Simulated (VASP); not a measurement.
# Ga (Fm-3m) in VASP: notebook

Runs on Ga. Level: LDA. Tasks: single point.

All numbers are computed with VASP 6.6.1; they aren't measurements. Logs are shortened: lines on timing, memory, paths and dates and some standing lists are left out, and cuts for length are marked.

## 1. The cell of the first run

The structure is cubic, space group Fm-3m (No. 225). The conventional cell has a = 3.984 Å, b = 3.984 Å, c = 3.984 Å, α = 90.00°, β = 90.00°, γ = 90.00°. Within 3.7 Å of Ga (site symmetry m-3m) lie 12 Ga at 2.82 Å.

## 2. Single point, LDA (volume scaled by 0.92)

Input file INCAR:

```
SYSTEM = Ga
PREC     = Accurate       ! precision mode
ENCUT    = 520            ! plane-wave cutoff, eV
EDIFF    = 1E-6           ! SCF threshold, eV
ISMEAR   = -1             ! smearing method
SIGMA    = 0.1            ! smearing width, eV
LREAL    = .FALSE.        ! projectors in reciprocal space
LASPH    = .TRUE.         ! aspherical terms in the spheres
NELM     = 80             ! most SCF steps
ALGO     = Normal         ! electronic algorithm
ISIF     = 2              ! what is computed and relaxed
LWAVE    = .FALSE.        ! write WAVECAR
LCHARG   = .TRUE.         ! write CHGCAR
LELF     = .TRUE.         ! ELF
LVHAR    = .TRUE.       
NBANDS   = 12             ! bands
```

Input file KPOINTS:

```
Automatic mesh
0
G
  15 15 15
  0 0 0
```

Input file POSCAR:

```
Ga
1.0
    0.0000000000      1.9920933145      1.9920933145
    1.9920933145      0.0000000000      1.9920933145
    1.9920933145      1.9920933145      0.0000000000
Ga
1
Direct
    0.0000000000      0.0000000000      0.0000000000
```

Potentials or basis: VASP PAW LDA potentials, release 64 (Ga_d).

Launch:

```
$ cat potpaw_LDA.64/Ga_d/POTCAR > POTCAR
$ mpirun -np 1 vasp_std > vasp.out
```

OUTCAR:

```text
SYSTEM = Ga
   PREC = Accurate
   ENCUT = 520
   EDIFF = 1E-6
   ISMEAR = -1
   LREAL = .FALSE.
   LASPH = .TRUE.
   NELM = 80
   ISIF = 2

 ion  position               nearest neighbor table
   1  0.000  0.000  0.000-

  LATTYP: Found a face centered cubic cell.
 ALAT       =     3.9841866290

  Lattice vectors:

 A1 = (   0.0000000000,   1.9920933145,   1.9920933145)
 A2 = (   1.9920933145,   0.0000000000,   1.9920933145)
 A3 = (   1.9920933145,   1.9920933145,   0.0000000000)

Analysis of symmetry for initial positions (statically):
=====================================================================
 Subroutine PRICEL returns:
 Original cell was already a primitive cell.

 Routine SETGRP: Setting up the symmetry group for a
 face centered cubic supercell.

 Subroutine GETGRP returns: Found 48 space group operations
 (whereof 48 operations were pure point group operations)
 out of a pool of 48 trial point group operations.

The static configuration has the point symmetry O_h .

Analysis of symmetry for dynamics (positions and initial velocities):
=====================================================================
 Subroutine PRICEL returns:
 Original cell was already a primitive cell.

 Routine SETGRP: Setting up the symmetry group for a
 face centered cubic supercell.

 Subroutine GETGRP returns: Found 48 space group operations
 (whereof 48 operations were pure point group operations)
 out of a pool of 48 trial point group operations.

The dynamic configuration has the point symmetry O_h .

 Subroutine INISYM returns: Found 48 space group operations
 (whereof 48 operations are pure point group operations),
 and found     1 'primitive' translations

----------------------------------------------------------------------------------------

                                     Primitive cell

  volume of cell :      15.8110

  direct lattice vectors                    reciprocal lattice vectors
     0.000000000  1.992093314  1.992093314    -0.250992258  0.250992258  0.250992258
     1.992093314  0.000000000  1.992093314     0.250992258 -0.250992258  0.250992258
     1.992093314  1.992093314  0.000000000     0.250992258  0.250992258 -0.250992258

  length of vectors
     2.817245383  2.817245383  2.817245383     0.434731344  0.434731344  0.434731344

  position of ions in fractional coordinates (direct lattice)
     0.000000000  0.000000000  0.000000000

  ion indices of the primitive-cell ions
   primitive index   ion index
                 1           1

----------------------------------------------------------------------------------------

 KPOINTS: Automatic mesh

Automatic generation of k-mesh.
 Grid dimensions read from file:
 generate k-points for:   15   15   15

 Generating k-lattice:

  Cartesian coordinates                     Fractional coordinates (reciprocal lattice)
    -0.016732817  0.016732817  0.016732817     0.066666667  0.000000000  0.000000000
     0.016732817 -0.016732817  0.016732817     0.000000000  0.066666667  0.000000000
     0.016732817  0.016732817 -0.016732817     0.000000000  0.000000000  0.066666667

  Length of vectors
     0.028982090  0.028982090  0.028982090

  Shift w.r.t. Gamma in fractional coordinates (k-lattice)
     0.000000000  0.000000000  0.000000000

 Subroutine IBZKPT returns following result:
 ===========================================

 Found    120 irreducible k-points:

 Following reciprocal coordinates:
            Coordinates               Weight
  0.000000  0.000000  0.000000      1.000000
  0.066667  0.000000  0.000000      8.000000
  0.133333  0.000000  0.000000      8.000000
  0.200000  0.000000  0.000000      8.000000
  0.266667  0.000000  0.000000      8.000000
  0.333333  0.000000  0.000000      8.000000
[... 16 lines left out ...]
  0.133333  0.133333  0.000000      6.000000
  0.200000  0.133333  0.000000     24.000000
 [... further k-points ...]
   k-points           NKPTS =    120   k-points in BZ     NKDIM =    120   number of bands    NBANDS=     12
   number of dos      NEDOS =    301   number of ions     NIONS =      1
   total plane-waves  NPLWV =  13824
   dimension x,y,z NGX =    24 NGY =   24 NGZ =   24
   dimension x,y,z NGXF=    48 NGYF=   48 NGZF=   48
   ions per type =               1
   NGX,Y,Z   is equivalent  to a cutoff of  14.16, 14.16, 14.16 a.u.
   NGXF,Y,Z  is equivalent  to a cutoff of  28.32, 28.32, 28.32 a.u.
 SYSTEM =  Ga
   PREC   = accura    normal or accurate (medium, high low for compatibility)
   ISTART =      0    job   : 0-new  1-cont  2-samecut
   ICHARG =      2    charge: 1-file 2-atom 10-const
   ISPIN  =      1    spin polarized calculation?
   LNONCOLLINEAR =      F non collinear calculations
   LSORBIT =      F    spin-orbit coupling
   LASPH  =      T    aspherical Exc in radial PAW
   ENCUT  =  520.0 eV  38.22 Ry    6.18 a.u.   5.24  5.24  5.24*2*pi/ulx,y,z
   NELM   =     80;   NELMIN=  2; NELMDL= -5     # of ELM steps
   EDIFF  = 0.1E-05   stopping-criterion for ELM
   LREAL  =      F    real-space projection
   EDIFFG = 0.1E-04   stopping-criterion for IOM
   NSW    =      0    number of steps for IOM
   IBRION =     -1    ionic relax: 0-MD 1-quasi-New 2-CG
   NFREE  =      0    steps in history (QN), initial steepest desc. (CG)
   ISIF   =      2    stress and relaxation
   ISYM   =      2    0-nonsym 1-usesym 2-fastsym
   POTIM  = 0.5000    time-step for ionic-motion
   TEBEG  =    0.0;   TEEND  =   0.0 temperature during run
   PSTRESS=    0.0 pullay stress
   NELECT =      13.0000    total number of electrons
   NUPDOWN=      -1.0000    fix difference up-down
   EMIN   =  10.00;   EMAX   =-10.00  energy-range for DOS
   EFERMI =   0.00;   METHOD = LEGACY
   ISMEAR =    -1;   SIGMA  =   0.10  broadening in eV -4-tet -1-fermi 0-gaus
   EFERMI_NEDOS =   21; number of points for ismear=-14 and -15
   IALGO  =     38    algorithm
   IMIX   =      4    mixing-type and parameters
     AMIX     =   0.40;   BMIX     =  1.00
     AMIX_MAG =   1.60;   BMIX_MAG =  1.00
  volume/ion in A,a.u.               =      15.81       106.70
  Fermi-wavevector in a.u.,A,eV,Ry     =   1.533685  2.898245 32.003498  2.352191
  Thomas-Fermi vector in A             =   2.640718
   LORBIT       =      0    0 simple, 1 ext, 2 COOP (PROOUT), +10 PAW based schemes
   GGA     = CA    functional components
   LHFCALC =     F    Hartree Fock is set to
   AEXX    =    0.0000 exact exchange contribution
   IVDW    =     0    specifies the selected vdW correction
   LEPSILON=     F    determine dielectric tensor
   LRPA    =     F    only Hartree local field effects (RPA)
 non-spin polarized calculation
  energy-cutoff  :      520.00
  volume of cell :       15.81
 maximum number of plane-waves:       444
 NGX is ok and might be reduce to    24
   NGX = 11   NGY = 11   NGZ = 11

 number of electron      12.9999999 magnetization

 Free energy of the ion-electron system (eV)
  ---------------------------------------------------
  ext. energy  EPLUGINS =         0.00000000
  ---------------------------------------------------
  free energy    TOTEN  =        -3.54543888 eV

  energy without entropy =       -3.53625826  energy(sigma->0) =       -3.54084857

 E-fermi :   7.2262     XC(G=0): -12.2605

 val. band max:        7.1167007895   @ k =  -0.3333   0.3333   0.0000
 cond. band min:       7.3259498382   @ k =   0.4667   0.4000   0.0000
 fundamental gap:      0.2092490487
 Fermi energy:         7.2262039956

 k-point     1 :       0.0000    0.0000    0.0000
  band No.  band energies     occupation
      1      -8.0967      2.00000
      2      -8.0967      2.00000
      3      -8.0967      2.00000
      4      -7.9088      2.00000
      5      -7.9088      2.00000
      6      -5.4081      2.00000
      7      21.2318      0.00000
      8      21.2318      0.00000
      9      21.2318      0.00000
     10      24.0563      0.00000
     11      24.9107      0.00000
     12      24.9107      0.00000

 k-point     2 :       0.0667    0.0000    0.0000
  band No.  band energies     occupation
      1      -8.0999      2.00000
      2      -8.0885      2.00000
      3      -8.0885      2.00000
      4      -7.9103      2.00000
      5      -7.9103      2.00000
      6      -5.2784      2.00000
      7      19.4682      0.00000
      8      20.9107      0.00000
      9      20.9107      0.00000
     10      23.3077      0.00000
     11      25.4264      0.00000
     12      25.4264      0.00000

 k-point     3 :       0.1333    0.0000    0.0000
  band No.  band energies     occupation
      1      -8.1120      2.00000
      2      -8.0690      2.00000
      3      -8.0690      2.00000
      4      -7.9107      2.00000
      5      -7.9107      2.00000
      6      -4.8853      2.00000
      7      16.4401      0.00000
      8      20.2689      0.00000
      9      20.2689      0.00000
     10      23.0433      0.00000
     11      26.5515      0.00000
     12      26.5515      0.00000

 k-point     4 :       0.2000    0.0000    0.0000
  band No.  band energies     occupation
      1      -8.1356      2.00000
      2      -8.0536      2.00000
      3      -8.0536      2.00000
      4      -7.8977      2.00000
      5      -7.8977      2.00000
      6      -4.2222      2.00000
      7      13.3932      0.00000
      8      19.6379      0.00000
      9      19.6379      0.00000
     10      22.8662      0.00000
     11      26.6109      0.00000
     12      26.6109      0.00000

 k-point     5 :       0.2667    0.0000    0.0000
  band No.  band energies     occupation
      1      -8.1686      2.00000
      2      -8.0551      2.00000
      3      -8.0551      2.00000
      4      -7.8629      2.00000
      5      -7.8629      2.00000
      6      -3.2859      2.00000
      7      10.5041      0.00000
      8      19.1278      0.00000
      9      19.1278      0.00000
     10      22.7453      0.00000
     11      25.3779      0.00000
     12      25.3779      0.00000
[... 228 lines left out ...]
      1      -8.1199      2.00000
      2      -8.0563      2.00000
      3      -8.0558      2.00000
      4      -7.9297      2.00000
      5      -7.8927      2.00000
      6      -4.5770      2.00000
      7      15.5050      0.00000
      8      17.7826      0.00000
      9      21.2296      0.00000
     10      23.5563      0.00000
     11      25.7765      0.00000
     12      26.8460      0.00000

 k-point    22 :      -0.0667    0.0667    0.0000
  band No.  band energies     occupation
      1      -8.1072      2.00000
      2      -8.0780      2.00000
      3      -8.0725      2.00000
      4      -7.9214      2.00000
      5      -7.9032      2.00000
      6      -5.0607      2.00000
      7      18.4847      0.00000
      8      18.6259      0.00000
      9      21.4273      0.00000
     10      23.3680      0.00000
     11      25.1850      0.00000
     12      26.7505      0.00000

 k-point    23 :       0.1333    0.1333    0.0000
  band No.  band energies     occupation
      1      -8.1403      2.00000
      2      -8.0383      2.00000
      3      -8.0383      2.00000
      4      -7.9580      2.00000
      5      -7.8847      2.00000
      6      -4.7113      2.00000
      7      18.1223      0.00000
      8      18.1223      0.00000
      9      19.4896      0.00000
     10      20.5542      0.00000
     11      24.2604      0.00000
     12      29.1707      0.00000

 k-point    24 :       0.2000    0.1333    0.0000
  band No.  band energies     occupation
      1      -8.1580      2.00000
      2      -8.0173      2.00000
      3      -8.0116      2.00000
      4      -7.9779      2.00000
      5      -7.8697      2.00000
      6      -4.2260      2.00000
      7      15.7187      0.00000
      8      17.2941      0.00000
      9      19.0669      0.00000
     10      20.8500      0.00000
     11      22.6985      0.00000
     12      29.1979      0.00000

 [... further k-points ...]
[... 5 lines left out ...]
  --------------------------------------------------------------------------------------
  -------------------------------------------------------------------------------------
  Total        0.6075918      0.6075918      0.6075918      0.0000000     -0.0000000      0.0000000
  in kB       61.5691893     61.5691893     61.5691893      0.0000000     -0.0000000      0.0000000
  external PRESSURE =      61.5691893 kB  Pullay stress =       0.0000000 kB

 VOLUME and BASIS-vectors are now :
 -----------------------------------------------------------------------------
  energy-cutoff  :      520.00
  volume of cell :       15.81
      direct lattice vectors                 reciprocal lattice vectors
     0.000000000  1.992093314  1.992093314    -0.250992258  0.250992258  0.250992258
     1.992093314  0.000000000  1.992093314     0.250992258 -0.250992258  0.250992258
     1.992093314  1.992093314  0.000000000     0.250992258  0.250992258 -0.250992258

 POSITION                                       TOTAL-FORCE (eV/Angst)
 -----------------------------------------------------------------------------------
      0.00000      0.00000      0.00000        -0.000000      0.000000      0.000000
 -----------------------------------------------------------------------------------
    total drift:                               -0.000000      0.000000     -0.000000

  FREE ENERGIE OF THE ION-ELECTRON SYSTEM (eV)
  ---------------------------------------------------
  free  energy   TOTEN  =        -3.5454388753 eV

  energy  without entropy=       -3.5362582638  energy(sigma->0) =       -3.54084857
```

Wall time 7.6 s (1 thread of Intel Xeon 6975P-C (Granite Rapids), shared host); peak memory 0.14 GiB.

What came out:

```yaml
Free_energy: -3.5454 eV
Pressure: 6.2 GPa
```

## 3. Single point, LDA (volume scaled by 0.96)

Input file INCAR:

```
PREC = Accurate
ENCUT = 520
EDIFF = 1E-6
ISMEAR = -1
SIGMA = 0.1
LREAL = F
LASPH = T
NELM = 80
ALGO = Normal
ISIF = 2
LWAVE = F
LCHARG = T
LELF = T
LVHAR = T
NBANDS = 12
```

Input file KPOINTS:

```
regular mesh
0
Gamma
  15 15 15
```

Input file POSCAR:

```
Ga
1.0
    0.0000000000      2.0205556358      2.0205556358
    2.0205556358      0.0000000000      2.0205556358
    2.0205556358      2.0205556358      0.0000000000
Ga
1
Direct
    0.0000000000      0.0000000000      0.0000000000
```

Potentials or basis: VASP PAW LDA potentials, release 64 (Ga_d).

Launch:

```
$ cat potpaw_LDA.64/Ga_d/POTCAR > POTCAR
$ mpirun -np 1 vasp_std > vasp.out
```

Wall time 6.5 s (1 thread of Intel Xeon 6975P-C (Granite Rapids), shared host); peak memory 0.14 GiB.

It converged, with:

```yaml
Free_energy: -3.5646 eV
Pressure: 2.4 GPa
```

Levels at points of the mesh, in eV from the Fermi level:
```csv
k point,band 4,band 5,band 6,band 7,band 8,band 9
"(0.00, 0.00, 0.00)",-15.05,-15.05,-12.22,13.52,13.52,13.52
```
